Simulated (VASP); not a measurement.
**Ru: single point with PBE**

Ru:

```
CELL_PARAMETERS angstrom
2.59300 0.00000 0.00000
-1.29650 2.24560 0.00000
0.00000 0.00000 4.11778
ATOMIC_POSITIONS crystal
Ru 0.33333 0.66667 0.25000
Ru 0.66667 0.33333 0.75000
```

```yaml
Program: VASP 6.6.1
Task: single point
Functional: PBE
Potentials_or_basis: VASP PAW PBE potentials, release 64 (Ru_pv)
Cutoff: 520 eV
k_mesh: 18 × 18 × 10
Occupations: gaussian, width 0.1 eV
Spin: no spin polarisation
```

```
Pressure               : 60.2 GPa
Band gap on the k mesh : zero (bands 14 and 15 overlap by 3.79 eV)
```

Stress tensor (GPa, compression positive):
```
60.16  0.00  0.00
 0.00 60.16  0.00
 0.00  0.00 60.26
```

Levels at points of the mesh, in eV from the Fermi level:
| k point | band 12 | band 13 | band 14 | band 15 | band 16 | band 17 |
| --- | --- | --- | --- | --- | --- | --- |
| (0.00, 0.00, 0.00) | -2.30 | -2.30 | -1.63 | -1.63 | 1.43 | 1.43 |
| (0.50, 0.00, 0.00) | -1.96 | -1.79 | 1.80 | 2.30 | 2.35 | 4.85 |
| (0.00, 0.00, 0.50) | -3.31 | -3.12 | -3.12 | 0.69 | 0.69 | 0.69 |
| (0.50, 0.00, 0.50) | -1.26 | 0.57 | 0.57 | 2.10 | 2.10 | 3.97 |

It took 90 s on 1 thread of Intel Xeon 8259CL, on a shared host, peak memory 0.2 GiB.

Caveat: the cell stands under pressure.
